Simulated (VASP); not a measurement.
# Hf3N (P6_3/mmc) in VASP: further runs, part 2 of 2

VASP 6.6.1.

### Step 5. Relaxation of cell and atoms, PBE

This run uses another cell than the first one, of 16.67 Å³/atom.

INCAR reads:

```
ALGO = Normal ; EDIFF = 1E-6
EDIFFG = -0.04 ; ENCUT = 600
GGA = PE ; IBRION = 2
ISIF = 3 ; ISMEAR = 0
LASPH = True ; LCHARG = False
LREAL = False ; LWAVE = False
NELM = 100 ; NSW = 90
PREC = Accurate ; SIGMA = 0.1
```

KPOINTS reads:

```
k-points
0
Gamma
  3 3 4
```

POSCAR reads:

```
Hf3N
1.0
    5.7677341097      0.0000000000      0.0000000000
   -2.8838670548      4.9950042612      0.0000000000
    0.0000000000      0.0000000000      4.6294965400
Hf N
6 2
Direct
    0.8330000000      0.6660000000      0.2500000000
    0.1670000000      0.8330000000      0.7500000000
    0.3340000000      0.1670000000      0.2500000000
    0.1670000000      0.3340000000      0.7500000000
    0.8330000000      0.1670000000      0.2500000000
    0.6660000000      0.8330000000      0.7500000000
    0.3333333333      0.6666666667      0.2500000000
    0.6666666667      0.3333333333      0.7500000000
```

The run is started by

```
$ cat potpaw_PBE.64/Hf_pv/POTCAR potpaw_PBE.64/N/POTCAR > POTCAR
$ mpirun -np 1 vasp_std > vasp.out
```

Run time: 8.3 min. Hardware: 1 thread of Intel Xeon Platinum 8259CL at 2.50GHz (Skylake/Cascade Lake), shared host; peak memory 0.33 GiB.

It converged, with:

- Free energy: -69.4922 eV
- Relaxed volume: 17.52 Å³/atom
- Relaxed cell: a = 5.788 Å, b = 5.788 Å, c = 4.833 Å, α = 90.00°, β = 90.00°, γ = 120.00°
- Space group after relaxing (to 0.1 Å): P6_3/mmc (No. 194)
- Energy gained by relaxing: 45.3 meV/atom
- Ionic steps: 8
- Pressure after relaxing: -0.1 GPa
- Largest force after relaxing: 0.035 eV/Å
- Band gap on the k mesh: zero (bands 35 and 36 overlap by 1.82 eV)

Forces on the atoms (eV/Å):
```
Hf   0.000  0.035  0.000
Hf  -0.030  0.017  0.000
Hf  -0.030 -0.017  0.000
Hf   0.000 -0.035  0.000
Hf   0.030 -0.017  0.000
Hf   0.030  0.017  0.000
N    0.000  0.000  0.000
N    0.000  0.000  0.000
```

Stress tensor (GPa, compression positive):
```
-0.02  0.00  0.00
 0.00 -0.02  0.00
 0.00  0.00 -0.13
```

Step by step:
```csv
step,energy change (eV),largest force (eV/Å),pressure (GPa),volume (Å³)
1,0.0000,1.4539,6.34,133.38
2,-0.1889,0.8381,-4.20,146.46
3,-0.3530,0.0249,-0.59,140.88
4,-0.3530,0.0503,-0.49,140.73
5,-0.3586,0.0589,0.23,139.71
6,-0.3586,0.0662,0.28,139.64
7,-0.3611,0.0529,0.12,139.90
8,-0.3622,0.0349,-0.06,140.20
```

Final structure:
```cif
data_structure
_symmetry_space_group_name_H-M 'P 1'
_symmetry_Int_Tables_number 1
_cell_length_a 5.7877
_cell_length_b 5.7877
_cell_length_c 4.8328
_cell_angle_alpha 90.000
_cell_angle_beta 90.000
_cell_angle_gamma 120.000
_cell_volume 140.20
loop_
_atom_site_label
_atom_site_type_symbol
_atom_site_fract_x
_atom_site_fract_y
_atom_site_fract_z
_atom_site_occupancy
Hf1 Hf 0.82922 0.65845 0.25000 1
Hf2 Hf 0.17078 0.82922 0.75000 1
Hf3 Hf 0.34155 0.17078 0.25000 1
Hf4 Hf 0.17078 0.34155 0.75000 1
Hf5 Hf 0.82922 0.17078 0.25000 1
Hf6 Hf 0.65845 0.82922 0.75000 1
N1 N 0.33333 0.66667 0.25000 1
N2 N 0.66667 0.33333 0.75000 1
```

Levels at points of the mesh, in eV from the Fermi level:
| k point | band 33 | band 34 | band 35 | band 36 | band 37 | band 38 |
| --- | --- | --- | --- | --- | --- | --- |
| (0.00, 0.00, 0.00) | -1.22 | -1.22 | -1.11 | -1.11 | 0.33 | 0.96 |
| (0.00, 0.00, 0.50) | -1.09 | -1.09 | -0.43 | -0.43 | -0.43 | -0.43 |

Caveat: the k points lie up to 0.42 Å⁻¹ apart in the final cell, too coarse for converged energies and pressures of a metal; spin-orbit coupling is left out, which moves the levels of the heavy elements.

### Step 6. Single point, PBE

This run uses another cell than the first one, of 17.60 Å³/atom.

INCAR reads:

```
SYSTEM = Hf3N
PREC = Accurate
ENCUT = 520
EDIFF = 1E-6
ISMEAR = 0
SIGMA = 0.1
LREAL = .FALSE.
LASPH = .TRUE.
NELM = 100
ALGO = Normal
ISIF = 2
LWAVE = .FALSE.
LCHARG = .TRUE.
GGA = PE
LELF = .TRUE.
LVHAR = .TRUE.
NBANDS = 45
```

KPOINTS reads:

```
regular mesh
0
G
  12 12 8
  0 0 0
```

POSCAR reads:

```
Hf3N
1.0
    5.7359063270      0.0000000000      0.0000000000
   -2.8679531635      4.9674405929      0.0000000000
    0.0000000000      0.0000000000      4.9414342698
Hf N
6 2
Direct
    0.8315517338      0.6631034675      0.2500000000
    0.1684482662      0.8315517338      0.7500000000
    0.3368965325      0.1684482662      0.2500000000
    0.1684482662      0.3368965325      0.7500000000
    0.8315517338      0.1684482662      0.2500000000
    0.6631034675      0.8315517338      0.7500000000
    0.3333333333      0.6666666667      0.2500000000
    0.6666666667      0.3333333333      0.7500000000
```

Potentials or basis: VASP PAW PBE potentials, release 64 (Hf_pv, N).

The run is started by

```
$ cat potpaw_PBE.64/Hf_pv/POTCAR potpaw_PBE.64/N/POTCAR > POTCAR
$ mpirun -np 1 vasp_std > vasp.out
```

OUTCAR:

```text
SYSTEM = Hf3N
   PREC = Accurate
   ENCUT = 520
   EDIFF = 1E-6
   ISMEAR = 0
   LREAL = .FALSE.
   LASPH = .TRUE.
   NELM = 100
   ISIF = 2
   GGA = PE

 ion  position               nearest neighbor table
   1  0.832  0.663  0.250-   3 2.84   5 2.84   3 2.90   5 2.90   2 2.98   2 2.98   6 2.98   6 2.98

   2  0.168  0.832  0.750-   4 2.84   6 2.84   4 2.90   6 2.90   3 2.98   3 2.98   1 2.98   1 2.98

   3  0.337  0.168  0.250-   1 2.84   5 2.84   1 2.90   5 2.90   2 2.98   2 2.98   4 2.98   4 2.98

   4  0.168  0.337  0.750-   2 2.84   6 2.84   2 2.90   6 2.90   5 2.98   5 2.98   3 2.98   3 2.98

[... 1374 lines left out ...]
  in kB       -6.4528816     -6.4528816     -5.7838326      0.0000000      0.0000000      0.0000000
  external PRESSURE =      -6.2298653 kB  Pullay stress =       0.0000000 kB

 VOLUME and BASIS-vectors are now :
 -----------------------------------------------------------------------------
  energy-cutoff  :      520.00
  volume of cell :      140.80
      direct lattice vectors                 reciprocal lattice vectors
     5.735906327  0.000000000  0.000000000     0.174340365  0.100655456  0.000000000
    -2.867953164  4.967440593  0.000000000     0.000000000  0.201310913  0.000000000
     0.000000000  0.000000000  4.941434270     0.000000000  0.000000000  0.202370394

 POSITION                                       TOTAL-FORCE (eV/Angst)
 -----------------------------------------------------------------------------------
      2.86795      3.29393      1.23536        -0.000000      0.010007      0.000000
     -1.41865      4.13068      3.70608        -0.008666      0.005004     -0.000000
      1.44931      0.83676      1.23536        -0.008666     -0.005004      0.000000
     -0.00000      1.67351      3.70608        -0.000000     -0.010007     -0.000000
      4.28660      0.83676      1.23536         0.008666     -0.005004      0.000000
      1.41865      4.13068      3.70608         0.008666      0.005004     -0.000000
     -0.00000      3.31163      1.23536        -0.000000      0.000000      0.000000
      2.86795      1.65581      3.70608        -0.000000      0.000000      0.000000
 -----------------------------------------------------------------------------------
    total drift:                               -0.000000      0.000000     -0.000000

  FREE ENERGIE OF THE ION-ELECTRON SYSTEM (eV)
  ---------------------------------------------------
  free  energy   TOTEN  =       -69.6535347504 eV

  energy  without entropy=      -69.6104227586  energy(sigma->0) =      -69.63197875
```

OSZICAR:

```text
N       E                     dE             d eps       ncg     rms          rms(c)
DAV:   1     0.336763019564E+03    0.33676E+03   -0.38664E+04  8558   0.151E+03
DAV:   2    -0.457214860376E+02   -0.38248E+03   -0.36855E+03  9693   0.384E+02
DAV:   3    -0.727003655024E+02   -0.26979E+02   -0.26115E+02 11679   0.639E+01
DAV:   4    -0.734869045523E+02   -0.78654E+00   -0.77231E+00 10820   0.104E+01
DAV:   5    -0.735043894915E+02   -0.17485E-01   -0.17426E-01 10902   0.144E+00    0.814E+01
DAV:   6    -0.714397414069E+02    0.20646E+01   -0.29946E+01 11247   0.162E+01    0.626E+01
DAV:   7    -0.713551836734E+02    0.84558E-01   -0.25359E+01 12482   0.133E+01    0.183E+01
DAV:   8    -0.696243413562E+02    0.17308E+01   -0.12311E+01 11915   0.905E+00    0.560E+00
DAV:   9    -0.696668974047E+02   -0.42556E-01   -0.61780E-01  9500   0.276E+00    0.442E+00
DAV:  10    -0.696556707223E+02    0.11227E-01   -0.87440E-02 10770   0.940E-01    0.118E+00
DAV:  11    -0.696538821616E+02    0.17886E-02   -0.14754E-02 11269   0.470E-01    0.671E-01
DAV:  12    -0.696535359403E+02    0.34622E-03   -0.15913E-03 11554   0.160E-01    0.696E-02
DAV:  13    -0.696535306080E+02    0.53323E-05   -0.18523E-04 11196   0.436E-02    0.108E-01
DAV:  14    -0.696535340795E+02   -0.34714E-05   -0.19315E-05 10508   0.144E-02    0.828E-03
DAV:  15    -0.696535347504E+02   -0.67098E-06   -0.76817E-07  5836   0.412E-03
   1 F= -.69653535E+02 E0= -.69631979E+02  d E =-.431120E-01
```

Run time: 13 min. Hardware: 1 thread of Intel Xeon Platinum 8259CL at 2.50GHz (Skylake/Cascade Lake), shared host; peak memory 0.58 GiB.

What came out:

| Property | Result |
| --- | --- |
| Free energy | -69.6535 eV |
| Pressure | -0.6 GPa |
| Largest force | 0.010 eV/Å |
| Band gap on the k mesh | zero (bands 35 and 36 overlap by 1.71 eV) |

Forces on the atoms (eV/Å):
```
Hf   0.000  0.010  0.000
Hf  -0.009  0.005  0.000
Hf  -0.009 -0.005  0.000
Hf   0.000 -0.010  0.000
Hf   0.009 -0.005  0.000
Hf   0.009  0.005  0.000
N    0.000  0.000  0.000
N    0.000  0.000  0.000
```

Levels at points of the mesh, in eV from the Fermi level:
| k point | band 32 | band 33 | band 34 | band 35 | band 36 | band 37 | band 38 | band 39 |
| --- | --- | --- | --- | --- | --- | --- | --- | --- |
| (0.00, 0.00, 0.00) | -1.66 | -1.16 | -1.16 | -1.13 | -1.13 | 0.42 | 0.99 | 0.99 |
| (0.50, 0.00, 0.00) | -0.85 | -0.29 | -0.13 | 0.25 | 0.29 | 0.68 | 1.10 | 1.18 |
| (0.00, 0.00, 0.50) | -2.18 | -1.25 | -1.25 | -0.46 | -0.46 | -0.46 | -0.46 | -0.07 |
| (0.50, 0.00, 0.50) | -0.90 | -0.37 | -0.37 | 0.47 | 0.47 | 0.62 | 0.62 | 0.98 |

Caveat: spin-orbit coupling is left out, which moves the levels of the heavy elements.

### Step 7. Overview

```csv
task,cell,k mesh,cutoff (eV),gap on the mesh (eV),pressure (GPa),largest force (eV/Å)
single point,"a = 5.803, b = 5.803, c = 4.839 Å, angles 90.0, 90.0, 120.0°, 8 atoms, atomic positions A",3 × 3 × 4,520,none,-0.7,0.02
single point,"a = 5.768, b = 5.768, c = 4.629 Å, angles 90.0, 90.0, 120.0°, 8 atoms, atomic positions B",6 × 6 × 4,520,none,5.8,1.24
single point,"a = 5.745, b = 5.745, c = 4.927 Å, angles 90.0, 90.0, 120.0°, 8 atoms, atomic positions C",6 × 6 × 8,520,none,-0.6,0.01
relaxation of cell and atoms,"relaxed from a = 5.768, b = 5.768, c = 4.629 Å, angles 90.0, 90.0, 120.0°, 8 atoms, atomic positions B",3 × 3 × 4,600,none,-0.1,0.03
single point,"a = 5.736, b = 5.736, c = 4.941 Å, angles 90.0, 90.0, 120.0°, 8 atoms, atomic positions C",12 × 12 × 8,520,none,-0.6,0.01
```

Alike in all rows: level PBE; potentials or basis VASP PAW PBE potentials, release 64 (Hf_pv, N); no spin polarisation; smearing gaussian 0.1 eV.

Caveats: some runs use coarse meshes; spin-orbit coupling is left out, which moves the levels of the heavy elements; the cell stands under pressure (at least some runs); forces of over 1 eV/Å act on the atoms, so gaps and moduli don't describe the material at rest (at least some runs).

Total energies depend on the potentials used, so only differences within one code and one set of settings carry meaning.
